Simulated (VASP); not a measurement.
Write the native input for VASP 6.6.1 that does the following.

```yaml
Task: single point
Functional: RPBE
Dispersion: D3(BJ)
Potentials_or_basis: VASP PAW PBE potentials, release 64 (Cu)
Cutoff: 600 eV
k_mesh: 13 × 13 × 13
Occupations: fermi-dirac, width 0.05 eV
Spin: no spin polarisation
Dipole_correction: no
Further_INCAR_settings: ALGO = Normal; EDIFF = 1e-06; NBANDS = 12
```

The structure of Cu lies in POSCAR:

```
Cu
1.0
    0.0000000000      1.8312856224      1.8312856224
    1.8312856224      0.0000000000      1.8312856224
    1.8312856224      1.8312856224      0.0000000000
Cu
1
Direct
    0.0000000000      0.0000000000      0.0000000000
```

These files were run (other wordings do the same):

INCAR

```
PREC = Accurate ; ENCUT = 600
EDIFF = 1E-6 ; ISMEAR = -1
SIGMA = 0.05 ; LREAL = F
LASPH = T ; NELM = 120
ALGO = Normal ; ISIF = 2
LWAVE = F ; LCHARG = F
GGA = RP ; IVDW = 12
NBANDS = 12 ; GGA_COMPAT = F
```

KPOINTS

```
regular mesh
0
Gamma
  13 13 13
```

Potentials or basis: VASP PAW PBE potentials, release 64 (Cu).

Launch:

```sh
$ cat potpaw_PBE.64/Cu/POTCAR > POTCAR
$ mpirun -np 1 vasp_std > vasp.out
```

Results of the run:

```
Pressure                   : -35.2 GPa
Dispersion energy per atom : -2.767 eV
```

Caveat: the PAW data sets were made with another functional, which shifts forces and pressure a little; pairwise dispersion overbinds metals, which lowers pressure and volume.

Wall time 8.8 s on 1 thread of Intel(R) Xeon(R) Platinum 8488C (Sapphire Rapids) (shared host), peak memory 0.15 GiB.
